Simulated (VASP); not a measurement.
Input of a VASP 6.6.1 run:

The input INCAR:

```
SYSTEM = Ti
PREC = Accurate ; ENCUT = 520
EDIFF = 1E-7 ; ISMEAR = -1
SIGMA = 0.08 ; LREAL = .False.
LASPH = .True. ; NELM = 100
ALGO = Normal ; ISIF = 2
LWAVE = .False. ; LCHARG = .False.
NBANDS = 12
```

Contents of KPOINTS:

```
regular mesh
0
Gamma
  19 19 19
  0 0 0
```

File POSCAR:

```
Ti
1.0
   -1.4942227893      1.4942227893      1.4942227893
    1.4942227893     -1.4942227893      1.4942227893
    1.4942227893      1.4942227893     -1.4942227893
Ti
1
Direct
    0.0000000000      0.0000000000      0.0000000000
```

Potentials or basis: VASP PAW LDA potentials, release 64 (Ti_sv).

The run is started by

```sh
$ cat potpaw_LDA.64/Ti_sv/POTCAR > POTCAR
$ mpirun -np 1 vasp_std > vasp.out
```

Task: What does it give for the pressure?

Result: 26.7 GPa.

Task: Predict the band gap on the k mesh.

Result: Zero (band 6 reaches 12.03 eV, above the bottom of band 7 at 10.14 eV).
